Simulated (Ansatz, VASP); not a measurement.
## Two plane-wave programs on Zr

```xyz
6
Lattice="3.2320 0.0000 0.0000 -1.6160 2.7990 0.0000 0.0000 0.0000 27.8675" Properties=species:S:1:pos:R:3 pbc="T T T"
Zr    1.6160    0.9330    7.5000
Zr    0.0000    1.8660   10.0735
Zr    1.6160    0.9330   12.6470
Zr    0.0000    1.8660   15.2205
Zr    1.6160    0.9330   17.7940
Zr    0.0000    1.8660   20.3675
```

Alike in both runs: functional PBE; k mesh 9 × 9 × 1; occupations fermi-dirac, width 0.05 eV; no spin polarisation.

|  | VASP | Ansatz |
| --- | --- | --- |
| version | VASP 6.6.1 | Ansatz 0.2.0 |
| potentials or method | VASP PAW PBE potentials, release 64 (Zr_sv) | Ansatz PAW |
| plane-wave cutoff (eV) | 520 | 420 |
| valence electrons in the cell | 72 | 72 |
| task | single point | electrostatic potential |

```tsv
	VASP	Ansatz	Ansatz less VASP
gap on the k mesh at the Fermi level (eV)	none	none	-
rms of the force components (eV/Å)	0.238	0.238	-0.0001
```

Atom by atom the forces differ by 0.001 eV/Å (rms over components). A gap of «none» marks a metal or a gap that the smearing closes.
